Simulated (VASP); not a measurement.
# LiMgBN2 (I-4m2) in VASP: notebook

Runs on LiMgBN2. Level: PBEsol. Tasks: single point.

All numbers are computed with VASP 6.6.1; they aren't measurements. Logs are shortened: lines on timing, memory, paths and dates and some standing lists are left out, and cuts for length are marked.

### Step 1. The cell of the first run

It takes space group I-4m2 (No. 119, tetragonal). Conventional cell: a = 3.947 Å, b = 3.947 Å, c = 9.243 Å, α = 90.00°, β = 90.00°, γ = 90.00°. Within 2.9 Å of Li (site symmetry -4m2) lie 4 N at 2.17 Å and 4 Mg at 2.79 Å. Within 2.9 Å of Mg (site symmetry -4m2) lie 4 N at 2.17 Å and 4 Li at 2.79 Å. Within 1.9 Å of B (site symmetry -4m2) lie 2 N at 1.40 Å. N (site symmetry 2mm) has 1 B at 1.40 Å within 1.9 Å.

### Step 2. Single point, PBEsol (atoms shifted along a free coordinate)

INCAR

```
SYSTEM = LiMgBN2
PREC = Accurate
ENCUT = 520
EDIFF = 1E-6
ISMEAR = 0
SIGMA = 0.05
LREAL = .False.
LASPH = .True.
NELM = 100
ALGO = Normal
ISIF = 2
LWAVE = .False.
LCHARG = .False.
GGA = PS
NBANDS = 17
```

KPOINTS

```
regular mesh
0
Gamma
  8 8 8
  0 0 0
```

POSCAR

```
LiMgBN2
1.0
   -1.9736399479      1.9736399479      4.6213281660
    1.9736399479     -1.9736399479      4.6213281660
    1.9736399479      1.9736399479     -4.6213281660
Li Mg B N
1 1 1 2
Direct
    0.2500000000      0.7500000000      0.5000000000
    0.7500000000      0.2500000000      0.5000000000
    0.5000000000      0.5000000000      0.0000000000
    0.6517393865      0.6517393865      0.0000000000
    0.3482606135      0.3482606135      0.0000000000
```

Potentials or basis: VASP PAW PBE potentials, release 64 (Li_sv, Mg, B, N).

Command:

```bash
$ cat potpaw_PBE.64/Li_sv/POTCAR potpaw_PBE.64/Mg/POTCAR potpaw_PBE.64/B/POTCAR potpaw_PBE.64/N/POTCAR > POTCAR
$ mpirun -np 1 vasp_std > vasp.out
```

OUTCAR:

```text
SYSTEM = LiMgBN2
   PREC = Accurate
   ENCUT = 520
   EDIFF = 1E-6
   ISMEAR = 0
   LREAL = .False.
   LASPH = .True.
   NELM = 100
   ISIF = 2
   GGA = PS

 ion  position               nearest neighbor table
   1  0.250  0.750  0.500-   5 2.17   4 2.17   5 2.17   4 2.17   2 2.79   2 2.79   2 2.79   2 2.79

   2  0.750  0.250  0.500-   5 2.17   4 2.17   5 2.17   4 2.17   1 2.79   1 2.79   1 2.79   1 2.79

   3  0.500  0.500  0.000-   4 1.40   5 1.40
   4  0.652  0.652  0.000-   3 1.40   2 2.17   1 2.17   1 2.17   2 2.17
   5  0.348  0.348  0.000-   3 1.40   2 2.17   1 2.17   1 2.17   2 2.17

  LATTYP: Found a body centered tetragonal cell.
 ALAT       =     3.9472798958
 C/A-ratio  =     2.3415254494

  Lattice vectors:

 A1 = (  -1.9736399479,   1.9736399479,   4.6213281660)
 A2 = (   1.9736399479,  -1.9736399479,   4.6213281660)
 A3 = (   1.9736399479,   1.9736399479,  -4.6213281660)

Analysis of symmetry for initial positions (statically):
=====================================================================
 Subroutine PRICEL returns:
 Original cell was already a primitive cell.

 Routine SETGRP: Setting up the symmetry group for a
 body centered tetragonal supercell.

 Subroutine GETGRP returns: Found  8 space group operations
 (whereof  8 operations were pure point group operations)
 out of a pool of 16 trial point group operations.

The static configuration has the point symmetry D_2d.

Analysis of symmetry for dynamics (positions and initial velocities):
=====================================================================
 Subroutine PRICEL returns:
 Original cell was already a primitive cell.

 Routine SETGRP: Setting up the symmetry group for a
 body centered tetragonal supercell.

 Subroutine GETGRP returns: Found  8 space group operations
 (whereof  8 operations were pure point group operations)
 out of a pool of 16 trial point group operations.

The dynamic configuration has the point symmetry D_2d.

 Subroutine INISYM returns: Found  8 space group operations
 (whereof  8 operations are pure point group operations),
 and found     1 'primitive' translations

----------------------------------------------------------------------------------------

                                     Primitive cell

  volume of cell :      72.0050

  direct lattice vectors                    reciprocal lattice vectors
    -1.973639948  1.973639948  4.621328166     0.000000000  0.253339015  0.108194004
     1.973639948 -1.973639948  4.621328166     0.253339015  0.000000000  0.108194004
     1.973639948  1.973639948 -4.621328166     0.253339015  0.253339015  0.000000000

  length of vectors
[... 90 lines left out ...]
   EDIFFG = 0.1E-04   stopping-criterion for IOM
   NSW    =      0    number of steps for IOM
   IBRION =     -1    ionic relax: 0-MD 1-quasi-New 2-CG
   NFREE  =      0    steps in history (QN), initial steepest desc. (CG)
   ISIF   =      2    stress and relaxation
   ISYM   =      2    0-nonsym 1-usesym 2-fastsym
   POTIM  = 0.5000    time-step for ionic-motion
   TEBEG  =    0.0;   TEEND  =   0.0 temperature during run
   PSTRESS=    0.0 pullay stress
   NELECT =      18.0000    total number of electrons
   NUPDOWN=      -1.0000    fix difference up-down
   EMIN   =  10.00;   EMAX   =-10.00  energy-range for DOS
   EFERMI =   0.00;   METHOD = LEGACY
   ISMEAR =     0;   SIGMA  =   0.05  broadening in eV -4-tet -1-fermi 0-gaus
   EFERMI_NEDOS =   21; number of points for ismear=-14 and -15
   IALGO  =     38    algorithm
   IMIX   =      4    mixing-type and parameters
     AMIX     =   0.40;   BMIX     =  1.00
     AMIX_MAG =   1.60;   BMIX_MAG =  1.00
  volume/ion in A,a.u.               =      14.40        97.18
  Fermi-wavevector in a.u.,A,eV,Ry     =   1.031284  1.948843 14.470420  1.063546
  Thomas-Fermi vector in A             =   2.165424
   LORBIT       =      0    0 simple, 1 ext, 2 COOP (PROOUT), +10 PAW based schemes
   GGA     = PS    functional components
   LHFCALC =     F    Hartree Fock is set to
   AEXX    =    0.0000 exact exchange contribution
   IVDW    =     0    specifies the selected vdW correction
   LEPSILON=     F    determine dielectric tensor
   LRPA    =     F    only Hartree local field effects (RPA)
 non-spin polarized calculation
 Gauss-broadening in eV      SIGMA  =   0.05
  energy-cutoff  :      520.00
  volume of cell :       72.00
 maximum number of plane-waves:      1965
   NGX = 21   NGY = 21   NGZ = 21

 number of electron      18.0000000 magnetization

 Free energy of the ion-electron system (eV)
  ---------------------------------------------------
  ext. energy  EPLUGINS =         0.00000000
  ---------------------------------------------------
  free energy    TOTEN  =       -32.34417407 eV

  energy without entropy =      -32.34417407  energy(sigma->0) =      -32.34417407

 E-fermi :   0.6974     XC(G=0):  -8.3394

 val. band max:        0.3443318122   @ k =   0.5000   0.5000   0.5000
 cond. band min:       2.5424229620   @ k =   0.0000   0.0000   0.0000
 fundamental gap:      2.1980911498
 Fermi energy:         0.6973682679

 k-point     1 :       0.0000    0.0000    0.0000
  band No.  band energies     occupation
      1     -42.7649      2.00000
      2     -13.5764      2.00000
      3     -12.6305      2.00000
      4      -4.3371      2.00000
      5      -2.0854      2.00000
      6      -1.5635      2.00000
[... 457 lines left out ...]
      4      -3.8901      2.00000
      5      -3.4015      2.00000
      6      -2.4528      2.00000
[... 9 lines left out ...]
     16      10.2014      0.00000
     17      11.7361      0.00000

 [... further k-points ...]
[... 5 lines left out ...]
  --------------------------------------------------------------------------------------
  -------------------------------------------------------------------------------------
  Total       -3.1275374     -3.1275374     -9.0295030      0.0000000     -0.0000000      0.0000000
  in kB      -69.5905774    -69.5905774   -200.9147291      0.0000000     -0.0000000      0.0000000
  external PRESSURE =    -113.3652946 kB  Pullay stress =       0.0000000 kB

 VOLUME and BASIS-vectors are now :
 -----------------------------------------------------------------------------
  energy-cutoff  :      520.00
  volume of cell :       72.00
      direct lattice vectors                 reciprocal lattice vectors
    -1.973639948  1.973639948  4.621328166     0.000000000  0.253339015  0.108194004
     1.973639948 -1.973639948  4.621328166     0.253339015  0.000000000  0.108194004
     1.973639948  1.973639948 -4.621328166     0.253339015  0.253339015  0.000000000

 POSITION                                       TOTAL-FORCE (eV/Angst)
 -----------------------------------------------------------------------------------
      1.97364     -0.00000      2.31066         0.000000      0.000000     -0.000000
     -0.00000      1.97364      2.31066         0.000000      0.000000      0.000000
      0.00000      0.00000      4.62133         0.000000      0.000000      0.000000
      0.00000      0.00000      6.02380        -0.000000     -0.000000     -1.879379
      0.00000      0.00000      3.21885        -0.000000     -0.000000      1.879379
 -----------------------------------------------------------------------------------
    total drift:                               -0.000000      0.000000     -0.000000

  FREE ENERGIE OF THE ION-ELECTRON SYSTEM (eV)
  ---------------------------------------------------
  free  energy   TOTEN  =       -32.3441740655 eV

  energy  without entropy=      -32.3441740655  energy(sigma->0) =      -32.34417407
```

It took 68 s on 1 thread of Intel Xeon 6975P-C (Granite Rapids), shared host; peak memory 0.28 GiB.

Results:

```
Free energy            : -32.3442 eV
Largest force          : 1.879 eV/Å
Band gap on the k mesh : 2.20 eV (least direct gap 3.29 eV)
```

Forces in eV/Å, atoms in the order of the input:
```
Li   0.000  0.000  0.000
Mg   0.000  0.000  0.000
B    0.000  0.000  0.000
N    0.000  0.000 -1.879
N    0.000  0.000  1.879
```

Caveat: the cell differs from its parent crystal (atoms shifted along a free coordinate); the cutoff is under 1.25 times the usual one of these potentials, so pressure, stress and relaxed cells hold a basis-set (Pulay) error; the PAW data sets were made with another functional, which shifts forces and pressure a little.

### Step 3. Single point, PBEsol (atoms shifted along a free coordinate)

INCAR

```
ALGO = Normal
EDIFF = 1E-7
ENCUT = 520
GGA = PS
ISIF = 2
ISMEAR = 0
LASPH = True
LCHARG = False
LREAL = False
LWAVE = False
NBANDS = 17
NELM = 80
PREC = Accurate
SIGMA = 0.05
```

KPOINTS

```
k-points
0
Gamma
  8 8 8
```

Changes to POSCAR since step 2:

```diff
@@ -11,3 +11,3 @@
     0.5000000000      0.5000000000      0.0000000000
-    0.6517393865      0.6517393865      0.0000000000
-    0.3482606135      0.3482606135      0.0000000000
+    0.6426409604      0.6426409604      0.0000000000
+    0.3573590396      0.3573590396      0.0000000000
```

Potentials or basis: VASP PAW PBE potentials, release 64 (Li_sv, Mg, B, N).

Command:

```bash
$ cat potpaw_PBE.64/Li_sv/POTCAR potpaw_PBE.64/Mg/POTCAR potpaw_PBE.64/B/POTCAR potpaw_PBE.64/N/POTCAR > POTCAR
$ mpirun -np 1 vasp_std > vasp.out
```

Run time: 87 s. Hardware: 1 thread of Intel Xeon 6975P-C (Granite Rapids), shared host; peak memory 0.28 GiB.

The run converged. Its results:

* Free energy: -32.3127 eV
* Largest force: 2.584 eV/Å
* Band gap on the k mesh: 2.31 eV (least direct gap 3.09 eV)

Forces on the atoms (eV/Å):
```
Li   0.000  0.000  0.000
Mg   0.000  0.000  0.000
B    0.000  0.000  0.000
N    0.000  0.000  2.584
N    0.000  0.000 -2.584
```

Levels at points of the mesh, in eV from the valence-band top:
| k point | band 5 | band 6 | band 7 | band 8 | band 9 | band 10 | band 11 | band 12 | band 13 | band 14 |
| --- | --- | --- | --- | --- | --- | --- | --- | --- | --- | --- |
| (0.00, 0.00, 0.00) | -2.48 | -2.20 | -2.20 | -1.11 | -1.11 | 2.31 | 5.45 | 7.95 | 8.07 | 8.07 |
| (0.50, 0.00, 0.00) | -3.91 | -2.67 | -2.38 | -1.08 | -0.48 | 5.05 | 5.71 | 6.69 | 7.12 | 7.90 |
| (0.50, 0.50, 0.00) | -3.78 | -3.22 | -2.97 | -1.70 | -0.45 | 4.68 | 5.73 | 6.78 | 6.98 | 8.62 |
| (0.50, 0.50, 0.50) | -3.44 | -2.80 | -2.80 | 0.00 | 0.00 | 3.09 | 5.37 | 6.49 | 6.49 | 7.96 |

Caveat: the cell differs from its parent crystal (atoms shifted along a free coordinate); the cutoff is under 1.25 times the usual one of these potentials, so pressure, stress and relaxed cells hold a basis-set (Pulay) error; the PAW data sets were made with another functional, which shifts forces and pressure a little.
